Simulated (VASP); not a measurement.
# CdF2 (Fm-3m) in VASP: notebook

Aim: see how the results for CdF2 move with the level of theory and the settings. Levels: revPBE+D4, PBE+D3(BJ). Tasks: single point.

Everything below comes from runs of VASP 6.6.1. Logs are shortened: lines on timing, memory, paths and dates and some standing lists are left out, and cuts for length are marked.

**1. The cell of the first run**

Symmetry: Fm-3m, No. 225, cubic system. Conventional cell: a = 5.476 Å, b = 5.476 Å, c = 5.476 Å, α = 90.00°, β = 90.00°, γ = 90.00°. Cd (site symmetry m-3m) has 8 F at 2.37 Å within 3.1 Å. F (site symmetry -43m) has 4 Cd at 2.37 Å and 6 F at 2.74 Å within 3.1 Å.

**2. Single point, revPBE+D4**

File INCAR:

```
SYSTEM = CdF2
PREC = Accurate
ENCUT = 520
EDIFF = 1E-6
ISMEAR = 0
SIGMA = 0.05
LREAL = .False.
LASPH = .True.
NELM = 60
ALGO = Normal
ISIF = 2
LWAVE = .False.
LCHARG = .False.
GGA = RE
IVDW = 13
NBANDS = 20
```

File KPOINTS:

```
Automatic mesh
0
Gamma
  8 8 8
  0 0 0
```

File POSCAR:

```
CdF2
1.0
    0.0000000000      2.7381016075      2.7381016075
    2.7381016075      0.0000000000      2.7381016075
    2.7381016075      2.7381016075      0.0000000000
Cd F
1 2
Direct
    0.0000000000      0.0000000000      0.0000000000
    0.2500000000      0.2500000000      0.2500000000
    0.7500000000      0.7500000000      0.7500000000
```

Potentials or basis: VASP PAW PBE potentials, release 64 (Cd, F).

The run is started by

```console
$ cat potpaw_PBE.64/Cd/POTCAR potpaw_PBE.64/F/POTCAR > POTCAR
$ mpirun -np 1 vasp_std > vasp.out
```

OUTCAR:

```text
SYSTEM = CdF2
   PREC = Accurate
   ENCUT = 520
   EDIFF = 1E-6
   ISMEAR = 0
   LREAL = .False.
   LASPH = .True.
   NELM = 60
   ISIF = 2
   GGA = RE
   IVDW = 13

 ion  position               nearest neighbor table
   1  0.000  0.000  0.000-   3 2.37   3 2.37   3 2.37   2 2.37   3 2.37   2 2.37   2 2.37   2 2.37

   2  0.250  0.250  0.250-   1 2.37   1 2.37   1 2.37   1 2.37
   3  0.750  0.750  0.750-   1 2.37   1 2.37   1 2.37   1 2.37

  LATTYP: Found a face centered cubic cell.
 ALAT       =     5.4762032150

  Lattice vectors:

 A1 = (   0.0000000000,   2.7381016075,   2.7381016075)
 A2 = (   2.7381016075,   0.0000000000,   2.7381016075)
 A3 = (   2.7381016075,   2.7381016075,   0.0000000000)

Analysis of symmetry for initial positions (statically):
=====================================================================
 Subroutine PRICEL returns:
 Original cell was already a primitive cell.

 Routine SETGRP: Setting up the symmetry group for a
 face centered cubic supercell.

 Subroutine GETGRP returns: Found 48 space group operations
[... 9 lines left out ...]

 Routine SETGRP: Setting up the symmetry group for a
 face centered cubic supercell.

 Subroutine GETGRP returns: Found 48 space group operations
[... 11 lines left out ...]
                                     Primitive cell

  volume of cell :      41.0562

  direct lattice vectors                    reciprocal lattice vectors
     0.000000000  2.738101607  2.738101607    -0.182608271  0.182608271  0.182608271
     2.738101607  0.000000000  2.738101607     0.182608271 -0.182608271  0.182608271
     2.738101607  2.738101607  0.000000000     0.182608271  0.182608271 -0.182608271

  length of vectors
     3.872260428  3.872260428  3.872260428     0.316286803  0.316286803  0.316286803

  position of ions in fractional coordinates (direct lattice)
     0.000000000  0.000000000  0.000000000
     0.250000000  0.250000000  0.250000000
     0.750000000  0.750000000  0.750000000

  ion indices of the primitive-cell ions
   primitive index   ion index
                 1           1
                 2           2
                 3           3

----------------------------------------------------------------------------------------

 KPOINTS: Automatic mesh

Automatic generation of k-mesh.
 Grid dimensions read from file:
 generate k-points for:    8    8    8

 Generating k-lattice:

  Cartesian coordinates                     Fractional coordinates (reciprocal lattice)
[... 58 lines left out ...]
   ENCUT  =  520.0 eV  38.22 Ry    6.18 a.u.   7.20  7.20  7.20*2*pi/ulx,y,z
   NELM   =     60;   NELMIN=  2; NELMDL= -5     # of ELM steps
   EDIFF  = 0.1E-05   stopping-criterion for ELM
   LREAL  =      F    real-space projection
   EDIFFG = 0.1E-04   stopping-criterion for IOM
   NSW    =      0    number of steps for IOM
   IBRION =     -1    ionic relax: 0-MD 1-quasi-New 2-CG
   NFREE  =      0    steps in history (QN), initial steepest desc. (CG)
   ISIF   =      2    stress and relaxation
   ISYM   =      2    0-nonsym 1-usesym 2-fastsym
   POTIM  = 0.5000    time-step for ionic-motion
   TEBEG  =    0.0;   TEEND  =   0.0 temperature during run
   PSTRESS=    0.0 pullay stress
   NELECT =      26.0000    total number of electrons
   NUPDOWN=      -1.0000    fix difference up-down
   EMIN   =  10.00;   EMAX   =-10.00  energy-range for DOS
   EFERMI =   0.00;   METHOD = LEGACY
   ISMEAR =     0;   SIGMA  =   0.05  broadening in eV -4-tet -1-fermi 0-gaus
   EFERMI_NEDOS =   21; number of points for ismear=-14 and -15
   IALGO  =     38    algorithm
   IMIX   =      4    mixing-type and parameters
     AMIX     =   0.40;   BMIX     =  1.00
     AMIX_MAG =   1.60;   BMIX_MAG =  1.00
  volume/ion in A,a.u.               =      13.69        92.35
  Fermi-wavevector in a.u.,A,eV,Ry     =   1.405852  2.656676 26.890839  1.976421
  Thomas-Fermi vector in A             =   2.528272
   LORBIT       =      0    0 simple, 1 ext, 2 COOP (PROOUT), +10 PAW based schemes
   GGA     = RE    functional components
   LHFCALC =     F    Hartree Fock is set to
   AEXX    =    0.0000 exact exchange contribution
   IVDW    =    13    specifies the selected vdW correction
   LEPSILON=     F    determine dielectric tensor
   LRPA    =     F    only Hartree local field effects (RPA)
 non-spin polarized calculation
 Gauss-broadening in eV      SIGMA  =   0.05
  energy-cutoff  :      520.00
  volume of cell :       41.06
 maximum number of plane-waves:      1124
 NGX is ok and might be reduce to    30
   NGX = 15   NGY = 15   NGZ = 15

 number of electron      25.9999994 magnetization

 Free energy of the ion-electron system (eV)
  ---------------------------------------------------
  ext. energy  EPLUGINS =         0.00000000
  ---------------------------------------------------
  free energy    TOTEN  =       -10.04575924 eV

  energy without entropy =      -10.04575924  energy(sigma->0) =      -10.04575924

 E-fermi :  -1.2533     XC(G=0):  -9.8526

 val. band max:       -1.5151350099   @ k =  -0.2500   0.5000   0.2500
 cond. band min:       1.5363250387   @ k =   0.0000   0.0000   0.0000
 fundamental gap:      3.0514600486
 Fermi energy:        -1.2533258550

 k-point     1 :       0.0000    0.0000    0.0000
  band No.  band energies     occupation
      1     -22.1324      2.00000
      2     -21.1744      2.00000
      3      -7.0139      2.00000
      4      -7.0139      2.00000
      5      -7.0139      2.00000
      6      -6.0334      2.00000
[... 541 lines left out ...]
     19      17.0639      0.00000
     20      20.5251      0.00000

 [... further k-points ...]

------------------------ aborting loop because EDIFF is reached ----------------------------------------

  DFT-D4 for vdW energy calculation

  Edisp (eV):   -0.99731

  FORCE on cell =-STRESS in cart. coord.  units (eV):
  Direction    XX          YY          ZZ          XY          YZ          ZX
  --------------------------------------------------------------------------------------
  -------------------------------------------------------------------------------------
  Total       0.14690     0.14690     0.14690    -0.00000    -0.00000     0.00000
  in kB       5.73273     5.73273     5.73273    -0.00000    -0.00000     0.00000
  external pressure =        5.73 kB  Pullay stress =        0.00 kB

 VOLUME and BASIS-vectors are now :
 -----------------------------------------------------------------------------
  energy-cutoff  :      520.00
  volume of cell :       41.06
      direct lattice vectors                 reciprocal lattice vectors
     0.000000000  2.738101607  2.738101607    -0.182608271  0.182608271  0.182608271
     2.738101607  0.000000000  2.738101607     0.182608271 -0.182608271  0.182608271
     2.738101607  2.738101607  0.000000000     0.182608271  0.182608271 -0.182608271

 POSITION                                       TOTAL-FORCE (eV/Angst)
 -----------------------------------------------------------------------------------
      0.00000      0.00000      0.00000         0.000000     -0.000000     -0.000000
      1.36905      1.36905      1.36905         0.000000      0.000000      0.000000
      4.10715      4.10715      4.10715        -0.000000     -0.000000     -0.000000
 -----------------------------------------------------------------------------------
    total drift:                                0.000000     -0.000000      0.000000

  FREE ENERGIE OF THE ION-ELECTRON SYSTEM (eV)
  ---------------------------------------------------
  free  energy   TOTEN  =       -11.0430695566 eV

  energy  without entropy=      -11.0430695566  energy(sigma->0) =      -11.04306956
```

stdout:

```text
POSCAR found type information on POSCAR CdF
 POSCAR found :  2 types and       3 ions
 scaLAPACK will be used
 -----------------------------------------------------------------------------
|                                                                             |
|                                                                             |
|     You enforced a specific xc type in the INCAR file but a different       |
|     I HOPE YOU KNOW WHAT YOU ARE DOING!                                     |
|                                                                             |
 -----------------------------------------------------------------------------

 LDA part: xc-table for (Slater+PW92), standard interpolation
 POSCAR, INCAR and KPOINTS ok, starting setup
 FFT: planning ... GRIDC
 FFT: planning ... GRID_SOFT
 FFT: planning ... GRID
 WAVECAR not read
 entering main loop
```

It took 29 s on 1 thread of Intel Xeon Platinum 8488C (Sapphire Rapids), shared host; peak memory 0.18 GiB.

Results:

```yaml
Free_energy: -11.0431 eV
Pressure: 0.6 GPa
Band_gap_on_the_k_mesh: 3.05 eV, indirect (least direct gap 3.61 eV)
Dispersion_energy_per_atom: -0.332 eV
```

Caveat: the PAW data sets were made with another functional, which shifts forces and pressure a little. Expect the measured gap to be larger: semilocal functionals such as revPBE lack the derivative discontinuity.

**3. Single point, revPBE+D4 (volume scaled by 0.98)**

File INCAR:

```
ALGO = Normal ; EDIFF = 1E-6
ENCUT = 520 ; GGA = RE
ISIF = 2 ; ISMEAR = 0
IVDW = 13 ; LASPH = T
LCHARG = F ; LREAL = F
LWAVE = F ; NBANDS = 20
NELM = 80 ; PREC = Accurate
SIGMA = 0.05
```

File KPOINTS:

```
k-points
0
Gamma
  8 8 8
```

File POSCAR:

```
CdF2
1.0
    0.0000000000      2.7197245329      2.7197245329
    2.7197245329      0.0000000000      2.7197245329
    2.7197245329      2.7197245329      0.0000000000
Cd F
1 2
Direct
    0.0000000000      0.0000000000      0.0000000000
    0.2500000000      0.2500000000      0.2500000000
    0.7500000000      0.7500000000      0.7500000000
```

Potentials or basis: VASP PAW PBE potentials, release 64 (Cd, F).

The run is started by

```console
$ cat potpaw_PBE.64/Cd/POTCAR potpaw_PBE.64/F/POTCAR > POTCAR
$ mpirun -np 1 vasp_std > vasp.out
```

Run time: 21 s. Hardware: 1 thread of Intel Xeon Platinum 8488C (Sapphire Rapids), shared host; peak memory 0.17 GiB.

It converged, with:

* Free energy: -11.0334 eV
* Pressure: 2.6 GPa
* Band gap on the k mesh: 3.12 eV, indirect (least direct gap 3.66 eV)
* Dispersion energy per atom: -0.339 eV

Levels at points of the mesh, in eV from the valence-band top:
| k point | band 10 | band 11 | band 12 | band 13 | band 14 | band 15 | band 16 | band 17 |
| --- | --- | --- | --- | --- | --- | --- | --- | --- |
| (0.00, 0.00, 0.00) | -0.89 | -0.54 | -0.54 | -0.54 | 3.12 | 12.74 | 12.74 | 12.74 |
| (0.50, 0.00, 0.00) | -1.71 | -1.71 | -0.42 | -0.42 | 7.05 | 9.30 | 14.39 | 14.39 |
| (0.50, 0.50, 0.00) | -2.78 | -0.44 | -0.08 | -0.08 | 7.86 | 9.66 | 12.20 | 14.19 |

Caveat: the cell differs from its parent crystal (volume scaled by 0.98); the PAW data sets were made with another functional, which shifts forces and pressure a little. A k mesh can miss the band edges.

**4. Single point, PBE+D3(BJ)**

This run uses another cell than the first one, of 13.49 Å³/atom, 0.986 times its volume.

File INCAR:

```
PREC = Accurate
ENCUT = 520
EDIFF = 1E-6
ISMEAR = 0
SIGMA = 0.05
LREAL = F
LASPH = T
NELM = 80
ALGO = Normal
ISIF = 2
LWAVE = F
LCHARG = F
GGA = PE
IVDW = 12
NBANDS = 20
```

File KPOINTS:

```
Automatic mesh
0
Gamma
  8 8 8
```

File POSCAR:

```
CdF2
1.0
    0.0000000000      2.7248477301      2.7248477301
    2.7248477301      0.0000000000      2.7248477301
    2.7248477301      2.7248477301      0.0000000000
Cd F
1 2
Direct
    0.0000000000      0.0000000000      0.0000000000
    0.2500000000      0.2500000000      0.2500000000
    0.7500000000      0.7500000000      0.7500000000
```

The run is started by

```console
$ cat potpaw_PBE.64/Cd/POTCAR potpaw_PBE.64/F/POTCAR > POTCAR
$ mpirun -np 1 vasp_std > vasp.out
```

Wall time 22 s (1 thread of Intel Xeon Platinum 8488C (Sapphire Rapids), shared host); peak memory 0.18 GiB.

The run converged. Its results:

```yaml
Free_energy: -11.3828 eV
Pressure: 0.4 GPa
Band_gap_on_the_k_mesh: 2.95 eV, indirect (least direct gap 3.49 eV)
Dispersion_energy_per_atom: -0.162 eV
```

Levels at points of the mesh, in eV from the valence-band top:
```
           k point  band 11  band 12  band 13  band 14  band 15  band 16
(0.00, 0.00, 0.00)    -0.54    -0.54    -0.54     2.95    12.54    12.54
(0.50, 0.00, 0.00)    -1.71    -0.42    -0.42     6.91     9.04    14.20
(0.50, 0.50, 0.00)    -0.43    -0.08    -0.08     7.72     9.47    11.85
```

Caveat: three body term missing. A k mesh can miss the band edges.

**5. The runs side by side**

```csv
level,cell,gap on the mesh (eV),pressure (GPa)
revPBE+D4,"a = 3.872 Å, angles 60.0°, 3 atoms",3.05,0.6
revPBE+D4,"a = 3.846 Å, angles 60.0°, 3 atoms",3.12,2.6
PBE+D3(BJ),"a = 3.854 Å, angles 60.0°, 3 atoms",2.95,0.4
```

Alike in all rows: task single point; potentials or basis VASP PAW PBE potentials, release 64 (Cd, F); no spin polarisation; k mesh 8 × 8 × 8; cutoff (eV) 520; smearing gaussian 0.05 eV.

Caveats: the PAW data sets were made with another functional, which shifts forces and pressure a little (some runs); three body term missing (some runs).

Absolute energies hang on the potentials; compare differences alone.
